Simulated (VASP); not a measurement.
Input of a VASP 6.6.1 run:

The input INCAR:

```
PREC = Accurate
ENCUT = 520
EDIFF = 1E-7
ISMEAR = 0
SIGMA = 0.15
LREAL = False
LASPH = True
NELM = 150
ALGO = Normal
ISIF = 2
LWAVE = False
LCHARG = False
ISPIN = 2
MAGMOM = -0.01 0.16
LORBIT = 11
LMAXMIX = 4
GGA = PE
NBANDS = 17
```

KPOINTS

```
Automatic mesh
0
Gamma
  16 16 16
```

The input POSCAR:

```
AlCo
1.0
    2.8194032100      0.0000000000      0.0000000000
    0.0000000000      2.8194032100      0.0000000000
    0.0000000000      0.0000000000      2.8194032100
Al Co
1 1
Direct
    0.0000000000      0.0000000000      0.0000000000
    0.4749199838      0.4749199838      0.5000000000
```

Potentials or basis: VASP PAW PBE potentials, release 64 (Al, Co).

Command:

```console
$ cat potpaw_PBE.64/Al/POTCAR potpaw_PBE.64/Co/POTCAR > POTCAR
$ mpirun -np 1 vasp_std > vasp.out
```

Question: Predict the band gap on the k mesh.

Answer: Zero (filled and empty bands overlap).

Question: What does it give for the largest force?

Answer: 0.834 eV/Å.

Stress tensor (GPa, compression positive):
```
7.30 0.95 0.00
0.95 7.30 0.00
0.00 0.00 7.67
```

Caveat: the cell differs from its parent crystal (atom 2 (Co) moved by (-0.100, +0.000) A along [1 1 0] and z); the cell stands under pressure.
